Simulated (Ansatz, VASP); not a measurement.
## Sn2PbO3 in VASP and in Ansatz

```
Sn Pb O
1.0
     3.91650    0.00000    0.00000
     0.00000   11.73524    0.00000
     0.00000    0.00000    5.03049
Sn Pb O
4 2 6
Direct
  0.00000 0.83413 0.21940
  0.50000 0.66587 0.78060
  0.00000 0.16587 0.21940
  0.50000 0.33413 0.78060
  0.00000 0.50000 0.25915
  0.50000 0.00000 0.74085
  0.50000 0.50000 0.99596
  0.00000 0.67223 0.99769
  0.50000 0.82777 0.00231
  0.00000 0.00000 0.00404
  0.00000 0.32777 0.99769
  0.50000 0.17223 0.00231
```

Alike in both runs: functional PBE; k mesh 3 × 1 × 3; occupations gaussian, width 0.15 eV; no spin polarisation.

Ansatz relaxed the structure, and its values are those at the end. VASP's run is a single point on that final structure, the one shown.

|  | VASP | Ansatz |
| --- | --- | --- |
| version | VASP 6.6.1 | Ansatz 0.2.0 |
| potentials or method | VASP PAW PBE potentials, release 64 (Sn_d, Pb_d, O), cutoff 600 eV | scalar-relativistic, plane waves, PAW |
| valence electrons in the cell | 120 | 120 |

Ansatz gave:

```
gap on the k mesh at the Fermi level (eV) : 1.62
least direct gap on the mesh (eV)         : 2.11
pressure (GPa)                            : 0.6
rms of the force components (eV/Å)        : 0.031
```

Q: Which values does VASP return?

A: gap on the k mesh at the Fermi level (eV): 1.62; least direct gap on the mesh (eV): 2.09; pressure (GPa): 0.7; rms of the force components (eV/Å): 0.055.

The functional is the same, so the differences come from potentials, cutoffs and numerics.

The k mesh is coarse, so the values compare programs but aren't converged. Spin-orbit coupling is off throughout.
